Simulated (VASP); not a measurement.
Ni, 3 atoms in the cell. The structure is hexagonal, space group P6/mmm (No. 191). The conventional cell has a = 3.954 Å, b = 3.954 Å, c = 2.424 Å, α = 90.00°, β = 90.00°, γ = 120.00°. Within 3.2 Å of Ni (site symmetry 6/mmm) lie 14 Ni at 2.42 to 2.58 Å. Ni (site symmetry -6m2) has 11 Ni at 2.28 to 2.58 Å within 3.0 Å. 

```yaml
Program: VASP 6.6.1
Task: relaxation of cell and atoms
Functional: BLYP
Potentials_or_basis: VASP PAW PBE potentials, release 64 (Ni)
Cutoff: 600 eV
k_mesh: 9 × 9 × 13
Occupations: fermi-dirac, width 0.1 eV
Spin: no spin polarisation
Dipole_correction: no
Further_INCAR_settings: ALGO = Normal; EDIFF = 1e-06; IBRION = 2; EDIFFG = -0.01; NSW = 80; ISIF = 3
```

Potentials or basis: VASP PAW PBE potentials, release 64 (Ni).

The run is started by

```console
$ cat potpaw_PBE.64/Ni/POTCAR > POTCAR
$ mpirun -np 1 vasp_std > vasp.out
```

Hardware: 1 thread of Intel(R) Xeon(R) 6975P-C (Granite Rapids) (shared host).

Estimate the wall time of this run.

It took 2.3 min on 1 thread of Intel(R) Xeon(R) 6975P-C (Granite Rapids) (shared host), peak memory 0.19 GiB. Counts: scf iterations 63, k points 84, ion steps 6.
